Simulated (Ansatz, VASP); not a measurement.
## One calculation of Si5O, two programs

```
Si O
1.0
     0.00000    3.41522    3.41522
     3.41522    0.00000    3.41522
     3.41522    3.41522    0.00000
Si O
5 1
Direct
  0.25000 0.25000 0.25000
  0.12831 0.62390 0.62390
  0.62390 0.62390 0.62390
  0.62390 0.62390 0.12831
  0.62390 0.12831 0.62390
  0.00000 0.00000 0.00000
```

Change from the starting cell: species swapped into the DyCu5 type (F-43m, No. 216).

Alike in both runs: task relaxation of cell and atoms; functional PBE; k mesh 4 × 4 × 4; occupations gaussian, width 0.1 eV; no spin polarisation.

|  | VASP | Ansatz |
| --- | --- | --- |
| version | VASP 6.6.1 | Ansatz 0.2.0 |
| potentials or method | VASP PAW PBE potentials, release 64 (Si, O), cutoff 600 eV | scalar-relativistic, plane waves, PAW |
| valence electrons in the cell | 26 | 26 |

|  | VASP | Ansatz | Ansatz less VASP |
| --- | --- | --- | --- |
| gap on the k mesh at the Fermi level, each at its own relaxed structure (eV) | none | none | - |
| relaxed volume (Å³/atom) | 14.51 | 14.48 | -0.029 |
| relaxed cell length with the largest relative difference (Å) | 4.975 | 4.972 | -0.0033 |

A gap of «none» marks a metal or a gap that the smearing closes.

The k mesh is coarse, so the values compare programs but aren't converged.
